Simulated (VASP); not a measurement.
# Al16H2C in VASP: single point with PBE+D3(BJ)

Aim: the single point of Al16H2C with PBE+D3(BJ).

Everything below comes from runs of VASP 6.6.1. Logs are shortened: lines on timing, memory, paths and dates and some standing lists are left out, and cuts for length are marked.

## (1) The cell of the first run

The cell holds a slab with vacuum, 19 atoms: a = 8.100 Å, b = 5.728 Å, c = 16.296 Å, α = 90.00°, β = 90.00°, γ = 90.00°.

## (2) Single point, PBE+D3(BJ)

Contents of INCAR:

```
PREC = Accurate
ENCUT = 520
EDIFF = 1E-6
ISMEAR = 0
SIGMA = 0.15
LREAL = Auto
LASPH = T
NELM = 60
ALGO = Normal
ISIF = 2
LWAVE = F
LCHARG = F
GGA = PE
IVDW = 12
NBANDS = 42
```

Contents of KPOINTS:

```
regular mesh
0
Gamma
  3 4 1
```

Contents of POSCAR:

```
Al16H2C
1.0
    8.1000000000      0.0000000000      0.0000000000
    0.0000000000      5.7275650000      0.0000000000
    0.0000000000      0.0000000000     16.2956740000
Al C H
16 1 2
Direct
    0.2500000000      0.2499999564      0.0613659797
    0.7500000000      0.2499999564      0.0613659797
    0.2500000000      0.7500000436      0.0613659797
    0.7500000000      0.7500000436      0.0613659797
    0.0002788889      0.0000595366      0.1429648139
    0.4999369136      0.0010592634      0.1386274050
   -0.0002658025      0.4999578355      0.1429756756
    0.5000646914      0.4989636957      0.1386253186
    0.2520379012      0.2496242295      0.2350637353
    0.7479477778      0.2504415052      0.2350633671
    0.2540911111      0.7485804177      0.2294472754
    0.7459135802      0.7515015543      0.2294385614
    0.0001325926      0.0167156549      0.3149791779
    0.4995354321     -0.0018515722      0.3112297165
   -0.0001465432      0.4832821627      0.3149924943
    0.5004688889      0.5019281318      0.3112270164
   -0.0001046914      0.7500319944      0.3931032862
   -0.1113304938      0.7505171919      0.4319469081
    0.1110203704      0.7495213062      0.4320189518
```

Potentials or basis: VASP PAW PBE potentials, release 64 (Al, C, H).

Launch:

```
$ cat potpaw_PBE.64/Al/POTCAR potpaw_PBE.64/C/POTCAR potpaw_PBE.64/H/POTCAR > POTCAR
$ mpirun -np 1 vasp_std > vasp.out
```

OUTCAR:

```text
PREC = Accurate
   ENCUT = 520
   EDIFF = 1E-6
   ISMEAR = 0
   LREAL = Auto
   LASPH = T
   NELM = 60
   ISIF = 2
   GGA = PE
   IVDW = 12
 IVDW          = 12

 ion  position               nearest neighbor table
   1  0.250  0.250  0.061-   6 2.78   8 2.78   5 2.81   7 2.82   9 2.83   3 2.86   3 2.86
   2  0.750  0.250  0.061-   8 2.78   6 2.78   7 2.81   5 2.82  10 2.83   4 2.86   4 2.86
   3  0.250  0.750  0.061-  11 2.74   6 2.78   8 2.78   5 2.81   7 2.82   1 2.86   1 2.86
   4  0.750  0.750  0.061-  12 2.74   8 2.78   6 2.78   7 2.81   5 2.82   2 2.86   2 2.86
   5  0.000  0.000  0.143-  13 2.80   1 2.81   3 2.81   2 2.82   4 2.82   7 2.86   7 2.86  12 2.87
                            11 2.88   9 2.91  10 2.91
   6  0.500  0.001  0.139-   1 2.78   2 2.78   3 2.78   4 2.78  14 2.81   8 2.85  12 2.86  11 2.87
                             8 2.88   9 2.92  10 2.92
   7  1.000  0.500  0.143-  15 2.80   2 2.81   4 2.81   1 2.82   3 2.82   5 2.86   5 2.86  11 2.87
                            12 2.88  10 2.91   9 2.91
   8  0.500  0.499  0.139-   2 2.78   1 2.78   4 2.78   3 2.78  16 2.81   6 2.85  11 2.86  12 2.87
                             6 2.88  10 2.92   9 2.92
   9  0.252  0.250  0.235-  14 2.76  13 2.76  15 2.77  16 2.77   1 2.83  11 2.86  11 2.87   5 2.91
                             7 2.91   6 2.92   8 2.92
  10  0.748  0.250  0.235-  16 2.76  15 2.76  13 2.77  14 2.77   2 2.83  12 2.86  12 2.87   7 2.91
                             5 2.91   8 2.92   6 2.92
  11  0.254  0.749  0.229-   3 2.74  16 2.78  14 2.79   9 2.86   8 2.86   9 2.87   6 2.87   7 2.87
                             5 2.88  15 2.91  13 2.92
  12  0.746  0.752  0.229-   4 2.74  14 2.78  16 2.79  10 2.86   6 2.86  10 2.87   8 2.87   5 2.87
                             7 2.88  13 2.91  15 2.92
  13  0.000  0.017  0.315-  17 1.99  15 2.67   9 2.76  10 2.77   5 2.80  12 2.91  11 2.92  15 3.06

  14  0.500  0.998  0.311-   9 2.76  10 2.77  12 2.78  11 2.79   6 2.81  16 2.84  16 2.89
  15  1.000  0.483  0.315-  17 1.99  13 2.67  10 2.76   9 2.77   7 2.80  11 2.91  12 2.92  13 3.06

  16  0.500  0.502  0.311-  10 2.76   9 2.77  11 2.78  12 2.79   8 2.81  14 2.84  14 2.89
  17  1.000  0.750  0.393-  18 1.10  19 1.10  13 1.99  15 1.99
  18  0.889  0.751  0.432-  17 1.10
  19  0.111  0.750  0.432-  17 1.10

  LATTYP: Found a simple orthorhombic cell.
 ALAT       =     5.7275650000
 B/A-ratio  =     1.4142135445
 C/A-ratio  =     2.8451312207

  Lattice vectors:

 A1 = (   0.0000000000,  -5.7275650000,   0.0000000000)
 A2 = (   8.1000000000,   0.0000000000,   0.0000000000)
 A3 = (   0.0000000000,   0.0000000000,  16.2956740000)

Analysis of symmetry for initial positions (statically):
=====================================================================
 Subroutine PRICEL returns:
 Original cell was already a primitive cell.

 Routine SETGRP: Setting up the symmetry group for a
 simple orthorhombic supercell.

 Subroutine GETGRP returns: Found  1 space group operations
 (whereof  1 operations were pure point group operations)
 out of a pool of  8 trial point group operations.

The static configuration has the point symmetry C_1 .

Analysis of symmetry for dynamics (positions and initial velocities):
=====================================================================
 Subroutine PRICEL returns:
 Original cell was already a primitive cell.

 Routine SETGRP: Setting up the symmetry group for a
 simple orthorhombic supercell.

 Subroutine GETGRP returns: Found  1 space group operations
 (whereof  1 operations were pure point group operations)
 out of a pool of  8 trial point group operations.

The dynamic configuration has the point symmetry C_1 .

 Subroutine INISYM returns: Found  1 space group operations
 (whereof  1 operations are pure point group operations),
 and found     1 'primitive' translations

----------------------------------------------------------------------------------------

                                     Primitive cell

  volume of cell :     756.0097

  direct lattice vectors                    reciprocal lattice vectors
     8.100000000  0.000000000  0.000000000     0.123456790  0.000000000  0.000000000
     0.000000000  5.727565000  0.000000000     0.000000000  0.174594265  0.000000000
     0.000000000  0.000000000 16.295674000     0.000000000  0.000000000  0.061365980

  length of vectors
     8.100000000  5.727565000 16.295674000     0.123456790  0.174594265  0.061365980

  position of ions in fractional coordinates (direct lattice)
     0.250000000  0.249999956  0.061365980
     0.750000000  0.249999956  0.061365980
     0.250000000  0.750000044  0.061365980
     0.750000000  0.750000044  0.061365980
     0.000278889  0.000059537  0.142964814
     0.499936914  0.001059263  0.138627405
[... 11 lines left out ...]
     0.888669506  0.750517192  0.431946908
     0.111020370  0.749521306  0.432018952

  ion indices of the primitive-cell ions
   primitive index   ion index
                 1           1
                 2           2
                 3           3
                 4           4
                 5           5
                 6           6
[... 11 lines left out ...]
                18          18
                19          19

----------------------------------------------------------------------------------------

 KPOINTS: regular mesh

Automatic generation of k-mesh.
 Grid dimensions read from file:
 generate k-points for:    3    4    1

 Generating k-lattice:

  Cartesian coordinates                     Fractional coordinates (reciprocal lattice)
     0.041152263  0.000000000  0.000000000     0.333333333  0.000000000  0.000000000
     0.000000000  0.043648566  0.000000000     0.000000000  0.250000000  0.000000000
     0.000000000  0.000000000  0.061365980     0.000000000  0.000000000  1.000000000

  Length of vectors
     0.041152263  0.043648566  0.061365980

  Shift w.r.t. Gamma in fractional coordinates (k-lattice)
     0.000000000  0.000000000  0.000000000

 Subroutine IBZKPT returns following result:
 ===========================================

 Found      7 irreducible k-points:

 Following reciprocal coordinates:
            Coordinates               Weight
  0.000000  0.000000  0.000000      1.000000
  0.333333  0.000000  0.000000      2.000000
  0.000000  0.250000  0.000000      2.000000
  0.333333  0.250000  0.000000      2.000000
 -0.333333  0.250000  0.000000      2.000000
  0.000000  0.500000  0.000000      1.000000
  0.333333  0.500000  0.000000      2.000000
   k-points           NKPTS =      7   k-points in BZ     NKDIM =      7   number of bands    NBANDS=     42
   number of dos      NEDOS =    301   number of ions     NIONS =     19
   total plane-waves  NPLWV = 362880
   dimension x,y,z NGX =    60 NGY =   48 NGZ =  126
   dimension x,y,z NGXF=   120 NGYF=   96 NGZF=  252
   ions per type =              16   1   2
   NGX,Y,Z   is equivalent  to a cutoff of  12.31, 13.93, 12.85 a.u.
   NGXF,Y,Z  is equivalent  to a cutoff of  24.63, 27.86, 25.71 a.u.
 SYSTEM =  unknown system
   PREC   = accura    normal or accurate (medium, high low for compatibility)
   ISTART =      0    job   : 0-new  1-cont  2-samecut
   ICHARG =      2    charge: 1-file 2-atom 10-const
   ISPIN  =      1    spin polarized calculation?
   LNONCOLLINEAR =      F non collinear calculations
   LSORBIT =      F    spin-orbit coupling
   LASPH  =      T    aspherical Exc in radial PAW
   ENCUT  =  520.0 eV  38.22 Ry    6.18 a.u.  15.06 10.65 30.30*2*pi/ulx,y,z
   NELM   =     60;   NELMIN=  2; NELMDL= -5     # of ELM steps
   EDIFF  = 0.1E-05   stopping-criterion for ELM
   LREAL  =      T    real-space projection
   EDIFFG = 0.1E-04   stopping-criterion for IOM
   NSW    =      0    number of steps for IOM
   IBRION =     -1    ionic relax: 0-MD 1-quasi-New 2-CG
   NFREE  =      0    steps in history (QN), initial steepest desc. (CG)
   ISIF   =      2    stress and relaxation
   ISYM   =      2    0-nonsym 1-usesym 2-fastsym
   POTIM  = 0.5000    time-step for ionic-motion
   TEBEG  =    0.0;   TEEND  =   0.0 temperature during run
   PSTRESS=    0.0 pullay stress
   NELECT =      54.0000    total number of electrons
   NUPDOWN=      -1.0000    fix difference up-down
   EMIN   =  10.00;   EMAX   =-10.00  energy-range for DOS
   EFERMI =   0.00;   METHOD = LEGACY
   ISMEAR =     0;   SIGMA  =   0.15  broadening in eV -4-tet -1-fermi 0-gaus
   EFERMI_NEDOS =   21; number of points for ismear=-14 and -15
   IALGO  =     38    algorithm
   IMIX   =      4    mixing-type and parameters
     AMIX     =   0.40;   BMIX     =  1.00
     AMIX_MAG =   1.60;   BMIX_MAG =  1.00
  volume/ion in A,a.u.               =      39.79       268.52
  Fermi-wavevector in a.u.,A,eV,Ry     =   0.679251  1.283598  6.277482  0.461382
  Thomas-Fermi vector in A             =   1.757394
   LORBIT       =      0    0 simple, 1 ext, 2 COOP (PROOUT), +10 PAW based schemes
   GGA     = PE    functional components
   LHFCALC =     F    Hartree Fock is set to
   AEXX    =    0.0000 exact exchange contribution
   IVDW    =    12    specifies the selected vdW correction
   LEPSILON=     F    determine dielectric tensor
   LRPA    =     F    only Hartree local field effects (RPA)
 non-spin polarized calculation
 Gauss-broadening in eV      SIGMA  =   0.15
  energy-cutoff  :      520.00
  volume of cell :      756.01
 maximum number of plane-waves:     20387
   NGX = 31   NGY = 21   NGZ = 61

 number of electron      53.9999999 magnetization

 Free energy of the ion-electron system (eV)
  ---------------------------------------------------
  ext. energy  EPLUGINS =         0.00000000
  ---------------------------------------------------
  free energy    TOTEN  =       -71.03078907 eV

  energy without entropy =      -70.93336617  energy(sigma->0) =      -70.98207762

 E-fermi :   0.3651     XC(G=0):  -4.9464

 val. band max:        0.3473970845   @ k =   0.0000   0.2500   0.0000
 cond. band min:       0.3695759898   @ k =   0.3333   0.0000   0.0000
 fundamental gap:      0.0221789053
 Fermi energy:         0.3650853020

 k-point     1 :       0.0000    0.0000    0.0000
  band No.  band energies     occupation
      1     -11.9679      2.00000
      2      -9.9325      2.00000
      3      -7.8001      2.00000
      4      -7.7460      2.00000
      5      -7.4327      2.00000
      6      -5.7775      2.00000
[... 283 lines left out ...]
     38       3.0341      0.00000
     39       3.1264      0.00000
 [bands above 39 left out]

------------------------ aborting loop because EDIFF is reached ----------------------------------------

 Edisp (eV)   -3.50118

 E8    (eV) :    -1.6155

  FORCE on cell =-STRESS in cart. coord.  units (eV):
  Direction    XX          YY          ZZ          XY          YZ          ZX
  --------------------------------------------------------------------------------------
  -------------------------------------------------------------------------------------
  Total      -5.46541   -13.87836    -0.14964    -0.00144    -0.00191     0.00171
  in kB     -11.58260   -29.41178    -0.31712    -0.00306    -0.00405     0.00363
  external pressure =      -13.77 kB  Pullay stress =        0.00 kB

 VOLUME and BASIS-vectors are now :
 -----------------------------------------------------------------------------
  energy-cutoff  :      520.00
  volume of cell :      756.01
      direct lattice vectors                 reciprocal lattice vectors
     8.100000000  0.000000000  0.000000000     0.123456790  0.000000000  0.000000000
     0.000000000  5.727565000  0.000000000     0.000000000  0.174594265  0.000000000
     0.000000000  0.000000000 16.295674000     0.000000000  0.000000000  0.061365980

 POSITION                                       TOTAL-FORCE (eV/Angst)
 -----------------------------------------------------------------------------------
      2.02500      1.43189      1.00000        -0.112495      0.003826      0.101117
      6.07500      1.43189      1.00000         0.112795     -0.003416      0.101124
      2.02500      4.29567      1.00000        -0.008649     -0.004556     -0.098887
      6.07500      4.29567      1.00000         0.008853      0.004754     -0.099055
      0.00226      0.00034      2.32971        -0.005719     -0.002036      0.008017
      4.04949      0.00607      2.25903        -0.002196      0.001501      0.006638
[... 11 lines left out ...]
      7.19822      4.29864      7.03887        -0.011941     -0.003928      0.012970
      0.89927      4.29293      7.04004         0.011843      0.004339      0.012908
 -----------------------------------------------------------------------------------
    total drift:                               -0.001026     -0.000527     -0.011239

  FREE ENERGIE OF THE ION-ELECTRON SYSTEM (eV)
  ---------------------------------------------------
  free  energy   TOTEN  =       -74.5319678917 eV

  energy  without entropy=      -74.4345449948  energy(sigma->0) =      -74.48325644
```

It took 11 min on 1 thread of Intel Xeon 8259CL, shared host; peak memory 0.77 GiB.

What came out:

| Item | Value |
| --- | --- |
| Free energy | -74.5320 eV |
| Largest force | 0.152 eV/Å |
| Band gap on the k mesh | zero (bands 27 and 28 overlap by 0.82 eV) |
| Dispersion energy per atom | -0.184 eV |

Forces in eV/Å, atoms in the order of the input:
```
Al  -0.112  0.004  0.101
Al   0.113 -0.003  0.101
Al  -0.009 -0.005 -0.099
Al   0.009  0.005 -0.099
Al  -0.006 -0.002  0.008
Al  -0.002  0.002  0.007
Al   0.005  0.002  0.008
Al   0.002 -0.002  0.007
Al  -0.003 -0.002  0.000
Al   0.003  0.002 -0.001
Al   0.003  0.019 -0.009
Al  -0.003 -0.020 -0.009
Al   0.001  0.015 -0.018
Al   0.006  0.004 -0.002
Al  -0.001 -0.013 -0.018
Al  -0.006 -0.004 -0.002
C    0.000 -0.002  0.000
H   -0.012 -0.004  0.013
H    0.012  0.004  0.013
```

Caveat: there is no dipole correction, which matters where the two faces differ.

The gap in the log of VASP goes by the Fermi energy; the results here count the filled bands.